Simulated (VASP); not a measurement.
TaSi6, 7 atoms in the cell. It takes space group Fm-3m (No. 225, cubic). The conventional cell has a = 8.528 Å, b = 8.528 Å, c = 8.528 Å, α = 90.00°, β = 90.00°, γ = 90.00°. Within 3.3 Å of Ta (site symmetry m-3m) lie 6 Si at 2.51 Å. Within 3.3 Å of Si (site symmetry 4mm) lie 4 Si at 2.48 Å and 1 Ta at 2.51 Å. The cell was built from a structure type or drawn by symmetry, and may not be a known phase.

- Program: VASP 6.6.1
- Task: relaxation of cell and atoms
- Functional: PBE
- Potentials or basis: VASP PAW PBE potentials, release 64 (Ta_pv, Si)
- Cutoff: 600 eV
- k mesh: 8 × 8 × 8
- Occupations: gaussian, width 0.1 eV
- Spin: no spin polarisation
- Dipole correction: no
- Further INCAR settings: ALGO = Normal; EDIFF = 1e-06; IBRION = 2; EDIFFG = -0.01; NSW = 100; ISIF = 3

Potentials or basis: VASP PAW PBE potentials, release 64 (Ta_pv, Si).

Run with:

```sh
$ cat potpaw_PBE.64/Ta_pv/POTCAR potpaw_PBE.64/Si/POTCAR > POTCAR
$ mpirun -np 1 vasp_std > vasp.out
```

Hardware: 1 thread of Intel(R) Xeon(R) Platinum 8259CL CPU @ 2.50GHz (Skylake/Cascade Lake) (shared host).

Estimate the wall time of this run.

Run time: 3.7 min on 1 thread of Intel(R) Xeon(R) Platinum 8259CL CPU @ 2.50GHz (Skylake/Cascade Lake), on a shared host, peak memory 0.4 GiB. Counts: scf iterations 30, k points 29, ion steps 4.
